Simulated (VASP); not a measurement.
Runs of VASP 6.6.1 on V. The structure is that of space group P6_3/mmc (No. 194), or close to it. The cells are those of the table. This isn't the form of V at room conditions, which is bcc.

```csv
task,spin,cell,k mesh,cutoff (eV),gap on the mesh (eV),pressure (GPa),moment (μB)
single point,off,"a = 2.574, b = 2.574, c = 4.642 Å, angles 90.0, 90.0, 120.0°, 2 atoms",18 × 18 × 10,520,none,(a),-
single point,"collinear, ferromagnetic start","a = 2.812, b = 2.812, c = 4.451 Å, angles 90.0, 90.0, 120.0°, 2 atoms",6 × 6 × 4,520,none,-18.6,(b)
relaxation of cell and atoms,off,"relaxed from a = 2.568, b = 2.568, c = 4.663 Å, angles 90.0, 90.0, 120.0°, 2 atoms",18 × 18 × 10,600,none,0.0,-
single point,"collinear, ferromagnetic start","a = 2.568, b = 2.568, c = 4.663 Å, angles 90.0, 90.0, 120.0°, 2 atoms",12 × 12 × 4,520,none,0.2,0.00
```

Alike in all rows: level PBEsol; potentials or basis VASP PAW PBE potentials, release 64 (V_sv); smearing gaussian 0.1 eV.

Task: Fill in the values left out.

Result: (a) 0.1; (b) 0.51.

Caveats: some runs use coarse meshes; the PAW data sets were made with another functional, which shifts forces and pressure a little.

A gap of «none» marks levels without a gap at the run's occupations.
